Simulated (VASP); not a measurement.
Here is a VASP 6.6.1 calculation.

Contents of INCAR:

```
SYSTEM = In2As2F
PREC = Accurate
ENCUT = 520
EDIFF = 1E-6
ISMEAR = 0
SIGMA = 0.1
LREAL = .False.
LASPH = .True.
NELM = 100
ALGO = Normal
ISIF = 2
LWAVE = .False.
LCHARG = .False.
LDIPOL = .True.
IDIPOL = 3
DIPOL = 0.5 0.5 0.331
GGA = PE
IVDW = 12
NBANDS = 30
```

File KPOINTS:

```
Automatic mesh
0
Gamma
  6 6 1
  0 0 0
```

The input POSCAR:

```
In2As2F
1.0
    4.3220706728      0.0000000000      0.0000000000
   -2.1610353364      3.7430229996      0.0000000000
    0.0000000000      0.0000000000     21.7386927254
As In F
2 2 1
Direct
    0.0000000000      0.0000000000      0.1840037048
    0.3333333333      0.6666666667      0.3557112061
    0.3333333333      0.6666666667      0.2245875152
    0.6666666667      0.3333333333      0.3881876814
    0.7777777778      0.5555555556      0.5031899969
```

Potentials or basis: VASP PAW PBE potentials, release 64 (As, In_d, F).

Launch:

```bash
$ cat potpaw_PBE.64/As/POTCAR potpaw_PBE.64/In_d/POTCAR potpaw_PBE.64/F/POTCAR > POTCAR
$ mpirun -np 1 vasp_std > vasp.out
```

(1) Estimate the dispersion energy per atom.

(2) What does it give for the largest force?

Results:

(1) -0.177 eV.

(2) 2.472 eV/Å.

Caveat: an odd number of electrons without spin polarisation forces a metal; a magnetic or distorted state may lie lower.
